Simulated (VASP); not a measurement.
Runs of VASP 6.6.1 on AgCl. The structure is that of space group Cmcm (No. 63), or close to it. The cells are those of the table. 

| task | cell | gap on the mesh (eV) | pressure (GPa) | largest force (eV/Å) |
| --- | --- | --- | --- | --- |
| single point | a = 5.902, b = 5.902, c = 3.950 Å, angles 90.0, 90.0, 142.8°, 4 atoms | 0.34 | -3.9 | 0.04 |
| single point | a = 5.980, b = 5.980, c = 3.924 Å, angles 90.0, 90.0, 142.8°, 4 atoms | 0.33 | -4.5 | 0.05 |
| single point | a = 5.804, b = 5.804, c = 3.924 Å, angles 90.0, 90.0, 142.8°, 4 atoms | 0.34 | (b) | 0.03 |
| single point | a = 5.687, b = 5.687, c = 3.924 Å, angles 90.0, 90.0, 142.8°, 4 atoms | 0.35 | 0.1 | 0.06 |
| single point | a = 5.844, b = 5.844, c = 3.911 Å, angles 90.0, 90.0, 142.8°, 4 atoms | 0.33 | -2.5 | 0.03 |
| single point | a = 5.978, b = 5.978, c = 4.001 Å, angles 90.0, 90.0, 142.8°, 4 atoms | 0.35 | (a) | 0.07 |
| single point | a = 5.784, b = 5.784, c = 3.871 Å, angles 90.0, 90.0, 142.8°, 4 atoms | 0.33 | -0.9 | 0.04 |
| electric field gradients | a = 5.922, b = 5.922, c = 3.924 Å, angles 90.0, 90.0, 142.8°, 4 atoms | 0.33 | -3.8 | 0.04 |
| electric field gradients | a = 5.980, b = 5.980, c = 3.924 Å, angles 90.0, 90.0, 142.8°, 4 atoms | 0.33 | -4.5 | 0.05 |
| electric field gradients | a = 6.039, b = 6.039, c = 3.924 Å, angles 90.0, 90.0, 142.8°, 4 atoms | 0.34 | (c) | 0.07 |

Alike in all rows: level PBEsol; potentials or basis VASP PAW PBE potentials, release 64 (Ag, Cl); no spin polarisation; k mesh 9 × 9 × 8; cutoff (eV) 520; smearing fermi-dirac 0.03 eV.

Estimate the missing entries.

(a) -5.3; (b) -2.1; (c) -5.2.

Caveats: semilocal functionals underestimate gaps, and a narrow one can read as zero; the PAW data sets were made with another functional, which shifts forces and pressure a little; the cell stands under tension (at least some runs).

A k mesh can miss the band edges, and the runs leave out spin-orbit coupling on Ag.
